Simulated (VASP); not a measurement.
Crystal: Au.

```
CELL_PARAMETERS angstrom
2.84080 0.00000 0.00000
-1.42040 2.46020 0.00000
0.00000 0.00000 4.78038
ATOMIC_POSITIONS crystal
Au 0.66667 0.33333 0.25000
Au 0.33333 0.66667 0.75000
```

This cell differs from its parent crystal: volume scaled by 0.94.

Program: VASP 6.6.1. Alike in all runs: task single point; no spin polarisation; cell as given; k mesh 11 × 11 × 6; cutoff (eV) 520; smearing fermi-dirac 0.05 eV.

**Question.** Order these runs on this cell by their pressure, lowest first.
A. level r2SCAN; potentials or basis VASP PAW PBE potentials, release 64 (Au)
B. level LDA; potentials or basis VASP PAW LDA potentials, release 64 (Au)
C. level PBEsol; potentials or basis VASP PAW PBE potentials, release 64 (Au)

**Answer.** B (-0.7 GPa), C (3.2 GPa), A (9.4 GPa).

Caveats: the PAW data sets were made with another functional, which shifts forces and pressure a little (some runs).
